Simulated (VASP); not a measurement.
# AlN (P6_3mc) in VASP: vibrations by perturbation theory with PBE

Aim: the vibrations by perturbation theory of AlN with PBE.

All numbers are computed with VASP 6.6.1; they aren't measurements. Logs are shortened: lines on timing, memory, paths and dates and some standing lists are left out, and cuts for length are marked.

## 1. The cell of the first run

It takes space group P6_3mc (No. 186, hexagonal). The conventional cell has a = 3.130 Å, b = 3.130 Å, c = 5.017 Å, α = 90.00°, β = 90.00°, γ = 120.00°. Al (site symmetry 3m) has 4 N at 1.90 to 1.91 Å within 2.5 Å. N (site symmetry 3m) has 4 Al at 1.90 to 1.91 Å within 2.5 Å.

## 2. Vibrations by perturbation theory, PBE

The input, INCAR:

```
SYSTEM = AlN
ALGO     = Normal         ! electronic algorithm
EDIFF    = 1E-8           ! SCF threshold, eV
ENCUT    = 520            ! plane-wave cutoff, eV
GGA      = PE             ! functional
IBRION   = 8              ! ionic algorithm
ISIF     = 2              ! what is computed and relaxed
ISMEAR   = 0              ! smearing method
LASPH    = .True.         ! aspherical terms in the spheres
LCHARG   = .False.        ! write CHGCAR
LEPSILON = .True.         ! dielectric tensor by DFPT
LREAL    = .False.        ! projectors in reciprocal space
LWAVE    = .False.        ! write WAVECAR
NELM     = 60             ! most SCF steps
NSW      = 1              ! ionic steps
PREC     = Accurate       ! precision mode
SIGMA    = 0.01           ! smearing width, eV
```

The input, KPOINTS:

```
k-points
0
Gamma
  9 9 5
  0 0 0
```

The input, POSCAR:

```
AlN
1.0
    3.1297569564      0.0000000289      0.0000000000
   -1.5648785032      2.7104490175      0.0000000000
    0.0000000000      0.0000000000      5.0174032965
Al N
2 2
Direct
    0.6666666667      0.3333333333      0.4992353738
    0.3333333333      0.6666666667      0.9992353738
    0.6666666667      0.3333333333      0.8807646262
    0.3333333333      0.6666666667      0.3807646262
```

Potentials or basis: VASP PAW PBE potentials, release 64 (Al, N).

Started as:

```sh
cat potpaw_PBE.64/Al/POTCAR potpaw_PBE.64/N/POTCAR > POTCAR
mpirun -np 1 vasp_std > vasp.out
```

OUTCAR:

```text
SYSTEM = AlN
   EDIFF = 1E-8
   ENCUT = 520
   GGA = PE
   IBRION = 8
   ISIF = 2
   ISMEAR = 0
   LASPH = .True.
   LEPSILON = .True.
   LREAL = .False.
   NELM = 60
   NSW = 1
   PREC = Accurate

 ion  position               nearest neighbor table
   1  0.667  0.333  0.499-   4 1.90   4 1.90   4 1.90   3 1.91   2 3.09   2 3.09   2 3.09   2 3.09
                             2 3.09   2 3.09
   2  0.333  0.667  0.999-   3 1.90   3 1.90   3 1.90   4 1.91   1 3.09   1 3.09   1 3.09   1 3.09
                             1 3.09   1 3.09
   3  0.667  0.333  0.881-   2 1.90   2 1.90   2 1.90   1 1.91
   4  0.333  0.667  0.381-   1 1.90   1 1.90   1 1.90   2 1.91

  LATTYP: Found a hexagonal cell.
 ALAT       =     3.1297569564
 C/A-ratio  =     1.6031287306

  Lattice vectors:

 A1 = (   3.1297569564,   0.0000000289,   0.0000000000)
 A2 = (  -1.5648785032,   2.7104490175,   0.0000000000)
 A3 = (   0.0000000000,   0.0000000000,   5.0174032965)

Analysis of symmetry for initial positions (statically):
=====================================================================
 Subroutine PRICEL returns:
 Original cell was already a primitive cell.

 Routine SETGRP: Setting up the symmetry group for a
 hexagonal supercell.

 Subroutine GETGRP returns: Found 12 space group operations
 (whereof  6 operations were pure point group operations)
 out of a pool of 24 trial point group operations.

The static configuration has the point symmetry C_3v.
 The point group associated with its full space group is C_6v.

Analysis of symmetry for dynamics (positions and initial velocities):
=====================================================================
 Subroutine PRICEL returns:
 Original cell was already a primitive cell.

 Routine SETGRP: Setting up the symmetry group for a
 hexagonal supercell.

 Subroutine GETGRP returns: Found 12 space group operations
 (whereof  6 operations were pure point group operations)
 out of a pool of 24 trial point group operations.

The dynamic configuration has the point symmetry C_3v.
 The point group associated with its full space group is C_6v.

 Subroutine INISYM returns: Found 12 space group operations
 (whereof  6 operations are pure point group operations),
 and found     1 'primitive' translations

----------------------------------------------------------------------------------------

                                     Primitive cell

  volume of cell :      42.5629

  direct lattice vectors                    reciprocal lattice vectors
     3.129756956  0.000000029  0.000000000     0.319513626  0.184471282  0.000000000
    -1.564878503  2.710449017  0.000000000    -0.000000003  0.368942558  0.000000000
     0.000000000  0.000000000  5.017403297     0.000000000  0.000000000  0.199306283

  length of vectors
     3.129756956  3.129756956  5.017403297     0.368942558  0.368942558  0.199306283

  position of ions in fractional coordinates (direct lattice)
     0.666666667  0.333333333  0.499235374
     0.333333333  0.666666667  0.999235374
     0.666666667  0.333333333  0.880764626
     0.333333333  0.666666667  0.380764626

  ion indices of the primitive-cell ions
   primitive index   ion index
                 1           1
                 2           2
                 3           3
                 4           4

----------------------------------------------------------------------------------------

 KPOINTS: k-points

Automatic generation of k-mesh.
 Grid dimensions read from file:
 generate k-points for:    9    9    5
[... 523 lines left out ...]

--------------------------------------- Ionic step        2  -------------------------------------------

------------------------ aborting loop because EDIFF is reached ----------------------------------------

--------------------------------------- Ionic step        3  -------------------------------------------

------------------------ aborting loop because EDIFF is reached ----------------------------------------

 PIEZOELECTRIC TENSOR FIELD DIRECTION 3  (e Angst)
 -----------------------------------------------------------------------------
     0.71643  0.00000 -0.00000           (  0.00451  0.00000 -0.00000)
     0.00000  0.71643  0.00000           (  0.00000  0.00451  0.00000)
     0.00000  0.00000 -1.12018           ( -0.00000  0.00000 -0.00471)

 PIEZOELECTRIC TENSOR FIELD DIRECTION 3  (C/m^2)
 -----------------------------------------------------------------------------
     0.26968  0.00000 -0.00000
     0.00000  0.26968  0.00000
     0.00000  0.00000 -0.42166

[... ionic steps 4 to 9 ...]

--------------------------------------- Ionic step       10  -------------------------------------------

------------------------ aborting loop because EDIFF is reached ----------------------------------------

[... ionic steps 11 to 11 ...]

--------------------------------------- Ionic step       12  -------------------------------------------

 Free energy of the ion-electron system (eV)
  ---------------------------------------------------
  ---------------------------------------------------
  free energy    TOTEN  =        -0.25354955 eV

  energy without entropy =       -0.25354955

------------------------ aborting loop because EDIFF is reached ----------------------------------------

 INTERNAL STRAIN TENSOR  FOR ION    3  DIRECTION 3   (eV/Angst):
 -----------------------------------------------------------------------------
     5.04136  0.00000 -0.00000
     0.00000  5.04136 -0.00000
     0.00000  0.00000-11.15712

 MACROSCOPIC STATIC DIELECTRIC TENSOR (including local field effects in DFT)
 ------------------------------------------------------
           4.472977     0.000000     0.000000
           0.000000     4.472977     0.000000
          -0.000000     0.000000     4.694702
 ------------------------------------------------------

 PIEZOELECTRIC TENSOR (including local field effects)  for field in x, y, z        (e  Angst)
          XX          YY          ZZ          XY          YZ          ZX
  --------------------------------------------------------------------------------
  x     0.00000    -0.00000     0.00000    -0.00000     0.00000     0.90399
  y     0.00000     0.00000     0.00000     0.00000     0.90399     0.00000
  z     0.71643     0.71643    -1.12018     0.00000     0.00000     0.00000

 PIEZOELECTRIC TENSOR (including local field effects)  for field in x, y, z        (C/m^2)
          XX          YY          ZZ          XY          YZ          ZX
  --------------------------------------------------------------------------------
  x     0.00000    -0.00000     0.00000    -0.00000     0.00000     0.34028
  y     0.00000     0.00000     0.00000     0.00000     0.34028     0.00000
  z     0.26968     0.26968    -0.42166     0.00000     0.00000     0.00000

 BORN EFFECTIVE CHARGES (including local field effects) (in |e|, cummulative output)
 ---------------------------------------------------------------------------------
 ion    1
    1     2.51616     0.00000     0.00000
    2     0.00000     2.51616     0.00000
    3    -0.00000     0.00000     2.67605
 ion    2
    1     2.51616     0.00000     0.00000
    2     0.00000     2.51616    -0.00000
    3     0.00000    -0.00000     2.67605
 ion    3
    1    -2.51616    -0.00000    -0.00000
    2    -0.00000    -2.51616    -0.00000
    3     0.00000     0.00000    -2.67605
 ion    4
    1    -2.51616    -0.00000     0.00000
    2    -0.00000    -2.51616     0.00000
    3    -0.00000    -0.00000    -2.67605

 INTERNAL STRAIN TENSOR FOR ION    4 for displacements in x,y,z  (eV/Angst):
          X           Y           Z          XY          YZ          ZX
  --------------------------------------------------------------------------------
  x     0.00000    -0.00000     0.00000    -9.77634     0.00000     4.78870
  y    -9.77634     9.77634    -0.00000    -0.00000     4.91376     0.00000
  z     5.04136     5.04136   -11.15712     0.00000     0.00000     0.00000

 SECOND DERIVATIVES (NOT SYMMETRIZED)
 ------------------------------------
               1X          1Y          1Z          2X          2Y          2Z          3X          3Y          3Z          4X          4Y          4Z
  1X   -14.929367   -0.000000   -0.000000    0.644587    0.000000    0.000000    1.488085    0.000000    0.000000   12.796696    0.000000    0.000000
  1Y    -0.000000  -14.929367    0.000000    0.000000    0.644587   -0.000000    0.000000    1.488085   -0.000000    0.000000   12.796696   -0.000000
  1Z     0.000000   -0.000000  -20.233578   -0.000000    0.000000    8.235135    0.000000    0.000000    5.909988   -0.000000    0.000000    6.088456
  2X     0.644587    0.000000   -0.000000  -14.929367   -0.000000    0.000000   12.796696    0.000000   -0.000000    1.488085    0.000000   -0.000000
  2Y     0.000000    0.644587    0.000000   -0.000000  -14.929367   -0.000000    0.000000   12.796696    0.000000    0.000000    1.488085    0.000000
  2Z     0.000000   -0.000000    8.235135   -0.000000    0.000000  -20.233578    0.000000    0.000000    6.088456   -0.000000   -0.000000    5.909988
  3X     1.487575    0.000000   -0.000000   12.796836    0.000000    0.000000  -14.987046   -0.000000   -0.000000    0.702635    0.000000    0.000000
  3Y     0.000000    1.487575    0.000000    0.000000   12.796836   -0.000000   -0.000000  -14.987046    0.000000    0.000000    0.702635   -0.000000
  3Z    -0.000000    0.000000    5.895325   -0.000000   -0.000000    6.096921    0.000000    0.000000  -18.836128   -0.000000    0.000000    6.843882
  4X    12.796836    0.000000   -0.000000    1.487575    0.000000    0.000000    0.702635    0.000000   -0.000000  -14.987046   -0.000000    0.000000
  4Y     0.000000   12.796836    0.000000    0.000000    1.487575   -0.000000    0.000000    0.702635    0.000000   -0.000000  -14.987046    0.000000
  4Z     0.000000    0.000000    6.096921    0.000000   -0.000000    5.895325    0.000000   -0.000000    6.843882   -0.000000   -0.000000  -18.836128

 Eigenvectors and eigenvalues of the dynamical matrix
 ----------------------------------------------------

   1 f  =   21.173045 THz   133.034166 2PiTHz  706.256763 cm-1    87.564639 meV
             X         Y         Z           dx          dy          dz
      1.564878  0.903483  2.504865    -0.000000    0.000000   -0.008873
     -0.000000  1.806966  5.013567    -0.000000    0.000000    0.008873
      1.564878  0.903483  4.419151     0.000000   -0.000000   -0.707051
     -0.000000  1.806966  1.910450     0.000000   -0.000000    0.707051
[... 71 lines left out ...]
  12 f/i=    0.002185 THz     0.013728 2PiTHz    0.072881 cm-1     0.009036 meV
             X         Y         Z           dx          dy          dz
      1.564878  0.903483  2.504865    -0.000000   -0.000000    0.573692
     -0.000000  1.806966  5.013567    -0.000000   -0.000000    0.573692
      1.564878  0.903483  4.419151    -0.000000   -0.000000    0.413373
     -0.000000  1.806966  1.910450    -0.000000   -0.000000    0.413373

--------------------------------------------------------------------------------------------------------

 MACROSCOPIC STATIC DIELECTRIC TENSOR IONIC CONTRIBUTION
 ------------------------------------------------------
           3.768547     0.000000     0.000000
           0.000000     3.768547    -0.000000
           0.000000    -0.000000     5.076207
 ------------------------------------------------------

 ELASTIC MODULI CONTR FROM IONIC RELAXATION (kBar)
 Direction    XX          YY          ZZ          XY          YZ          ZX
 --------------------------------------------------------------------------------
 XX        -623.4413    303.4231    354.0842     -0.0000     -0.0000      0.0000
 YY         303.4231   -623.4413    354.0842     -0.0000      0.0000     -0.0000
 ZZ         354.0842    354.0842   -783.5532      0.0000     -0.0000      0.0000
 XY          -0.0000     -0.0000      0.0000   -463.4322      0.0000      0.0000
 YZ          -0.0000      0.0000     -0.0000      0.0000   -114.8305     -0.0000
 ZX           0.0000     -0.0000      0.0000     -0.0000     -0.0000   -119.3326
 --------------------------------------------------------------------------------

 PIEZOELECTRIC TENSOR IONIC CONTR  for field in x, y, z        (C/m^2)
          XX          YY          ZZ          XY          YZ          ZX
  --------------------------------------------------------------------------------
  x     0.00000    -0.00000     0.00000     0.00000    -0.00000    -0.63101
  y    -0.00000     0.00000    -0.00000     0.00000    -0.61900    -0.00000
  z    -0.84804    -0.84804     1.87662    -0.00000     0.00000    -0.00000
```

It took 5.2 min on 1 thread of Intel Xeon Platinum 8375C at 2.90GHz (Ice Lake), shared host; peak memory 0.38 GiB.

Results:

* Electronic dielectric tensor (diagonal): 4.47, 4.47, 4.69
* Born charges (mean of the diagonal): Al +2.57; N -2.57 e
* Highest phonon frequency at Γ, LO-TO splitting left out: 706 cm⁻¹

Phonon frequencies in cm⁻¹ (negative: imaginary):
```csv
q point,frequencies
"(0.000, 0.000, 0.000)",0 0 0 237 237 536 595 637 637 649 649 706
```

Electronic dielectric tensor:
```
4.47 0.00 0.00
0.00 4.47 0.00
0.00 0.00 4.69
```

Born effective charge tensors (e):
atom 1, Al
```
2.52 0.00 0.00
0.00 2.52 0.00
0.00 0.00 2.68
```
atom 2, Al
```
2.52 0.00 0.00
0.00 2.52 0.00
0.00 0.00 2.68
```
atom 3, N
```
-2.52  0.00  0.00
 0.00 -2.52  0.00
 0.00  0.00 -2.68
```
atom 4, N
```
-2.52  0.00  0.00
 0.00 -2.52  0.00
 0.00  0.00 -2.68
```
